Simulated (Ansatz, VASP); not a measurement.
**AlNi: VASP beside Ansatz**

```
CELL_PARAMETERS angstrom
2.86202 0.00000 0.00000
0.00000 2.86202 0.00000
0.00000 0.00000 2.86202
ATOMIC_POSITIONS crystal
Al 0.50000 0.50000 0.50000
Ni 0.00000 0.00000 0.00000
```

Alike in both runs: task single point; functional PBEsol; k mesh 6 × 6 × 6; occupations gaussian, width 0.1 eV; no spin polarisation.

|  | VASP | Ansatz |
| --- | --- | --- |
| version | VASP 6.6.1 | Ansatz 0.2.0 |
| potentials or method | VASP PAW PBE potentials, release 64 (Al, Ni), cutoff 600 eV | scalar-relativistic, plane waves, PAW |
| valence electrons in the cell | 13 | 21 |

```csv
,VASP,Ansatz,Ansatz less VASP
gap on the k mesh at the Fermi level (eV),none,none,-
pressure (GPa),0.4,0.3,-0.15
```

VASP's potentials were made for PBE, not for PBEsol, and Ansatz warns of the same on its side. A gap of «none» marks a metal or a gap that the smearing closes. VASP's potentials hold 13 valence electrons a cell and Ansatz's 21, so a difference there can come from the potentials and not from the codes.

The k mesh is coarse, so the values compare programs but aren't converged.
